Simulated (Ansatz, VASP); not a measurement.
**TaN: VASP beside Ansatz**

The input POSCAR:

```
TaN
1.0
    0.0000000000      2.3665051011      2.3665051011
    2.3665051011      0.0000000000      2.3665051011
    2.3665051011      2.3665051011      0.0000000000
Ta N
1 1
Direct
    0.0000000000      0.0000000000      0.0000000000
    0.2500000000      0.2500000000      0.2500000000
```

File INCAR.step1:

```
SYSTEM = TaN
ALGO = Normal
EDIFF = 1E-5
ENCUT = 660
GGA = PE
GGA_COMPAT = .FALSE.
ISMEAR = 0
ISPIN = 2
LASPH = .TRUE.
LCHARG = .FALSE.
LMAXMIX = 4
LREAL = .FALSE.
LWAVE = .TRUE.
MAGMOM = 0.05 0
NBANDS = 19
NELM = 200
PREC = Accurate
SIGMA = 0.05
```

Contents of INCAR.step2:

```
SYSTEM = TaN
ALGO = Normal
EDIFF = 1E-6
ENCUT = 660
GGA_COMPAT = .FALSE.
ISIF = 2
ISMEAR = 0
ISPIN = 2
ISTART = 1
LASPH = .TRUE.
LCHARG = .TRUE.
LELF = .TRUE.
LMAXMIX = 4
LMIXTAU = .TRUE.
LORBIT = 11
LREAL = .FALSE.
LVHAR = .TRUE.
LWAVE = .FALSE.
MAGMOM = 0.05 0
METAGGA = R2SCAN
NBANDS = 19
NELM = 200
PREC = Accurate
SIGMA = 0.05
```

The input KPOINTS:

```
k-points
0
G
  12 12 12
  0 0 0
```

Input for Ansatz:

```yaml
crystal:
  lattice:
    - [0.0, 2.3665051011, 2.3665051011]
    - [2.3665051011, 0.0, 2.3665051011]
    - [2.3665051011, 2.3665051011, 0.0]
  atoms:
    - { symbol: Ta, position: [0.0, 0.0, 0.0], spin: 0.05 }
    - { symbol: "N", position: [0.25, 0.25, 0.25] }
basis:
  ecutwfc: 500
  ecutrho_ratio: 4
kpoints:
  mp_grid: { grid: [12, 12, 12] }
hamiltonian:
  xc: r2scan
scf:
  occupations: { method: gaussian, width: 0.05 }
output:
  forces: true
  stress: true
  eigenvalues: true
  populations: true
magnetization:
  spin_polarized: true
```

Alike in both runs: task single point; functional r2SCAN; k mesh 12 × 12 × 12; occupations gaussian, width 0.05 eV; collinear spin.

|  | VASP | Ansatz |
| --- | --- | --- |
| version | VASP 6.6.1 | Ansatz 0.2.0 |
| potentials or method | VASP PAW PBE potentials, release 64 (Ta_pv, N), cutoff 660 eV | scalar-relativistic, plane waves, PAW |
| valence electrons in the cell | 16 | 18 |

```tsv
	VASP	Ansatz	Ansatz less VASP
gap on the k mesh at the Fermi level (eV)	none	none	-
pressure (GPa)	1.2	0.0	-1.15
net moment per atom (μB)	0.00	0.00	0.000
```

VASP's potentials were made for PBE, not for r2SCAN. A gap of «none» marks a metal or a gap that the smearing closes. VASP's potentials hold 16 valence electrons a cell and Ansatz's 18, so a difference there can come from the potentials and not from the codes. Ansatz's warnings: seeded moment not kept, stability check not made.

Spin-orbit coupling is off throughout.
